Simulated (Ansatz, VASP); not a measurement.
**BN in VASP and in Ansatz**

```
B N
1.0
     2.53600    0.00000    0.00000
    -1.26800    2.19624    0.00000
     0.00000    0.00000    4.19900
B N
2 2
Direct
  0.66667 0.33333 0.00000
  0.33333 0.66667 0.50000
  0.66667 0.33333 0.37500
  0.33333 0.66667 0.87500
```

Alike in both runs: task single point; functional PBE; k mesh 12 × 12 × 4; no spin polarisation.

```csv
,VASP,Ansatz
version,VASP 6.6.1,Ansatz 0.2.0
potentials or method,"VASP PAW PBE potentials, release 64 (B, N)","plane waves, PAW"
plane-wave cutoff (eV),600,420
occupations,"gaussian, width 0.01 eV",fixed
valence electrons in the cell,16,16
```

Ansatz gave:

```
pressure (GPa)                                                : 8.0
traceless stress, the component that is largest in VASP (GPa) : -0.78
```

Q: What did VASP give for the same quantities?

A: Pressure (GPa): 8.0; traceless stress, the component that is largest in VASP (GPa): -0.81.
